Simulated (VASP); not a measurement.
Here is a VASP 6.6.1 calculation.

INCAR

```
  PREC = Accurate
  ENCUT = 520
  EDIFF = 1E-6
  ISMEAR = 0
  SIGMA = 0.05
  LREAL = False
  LASPH = True
  NELM = 60
  ALGO = Normal
  ISIF = 2
  LWAVE = False
  LCHARG = True
  GGA = PE
  LELF = True
  LVHAR = True
  NBANDS = 45
```

The input KPOINTS:

```
regular mesh
0
Gamma
  6 6 6
```

POSCAR

```
LiNbO3
1.0
    2.6115267350      1.5077656635      4.5984740720
   -2.6115267350      1.5077656635      4.5984740720
    0.0000000000     -3.0155313268      4.5984740721
Li Nb O
2 2 6
Direct
    0.2500000000      0.2500000000      0.2500000000
    0.7500000000      0.7500000000      0.7500000000
    0.0000000000      0.0000000000      0.0000000000
    0.5000000000      0.5000000000      0.5000000000
    0.1111894848      0.3888105152      0.7500000000
    0.7500000000      0.1111894848      0.3888105152
    0.3888105152      0.7500000000      0.1111894848
    0.8888105152      0.6111894848      0.2500000000
    0.2500000000      0.8888105152      0.6111894848
    0.6111894848      0.2500000000      0.8888105152
```

Potentials or basis: VASP PAW PBE potentials, release 64 (Li_sv, Nb_sv, O).

Command:

```bash
$ cat potpaw_PBE.64/Li_sv/POTCAR potpaw_PBE.64/Nb_sv/POTCAR potpaw_PBE.64/O/POTCAR > POTCAR
$ mpirun -np 1 vasp_std > vasp.out
```

(1) Estimate the band gap on the k mesh.

(2) Predict the largest force.

Answers

(1) 2.34 eV (least direct gap 2.42 eV).

(2) 0.963 eV/Å.
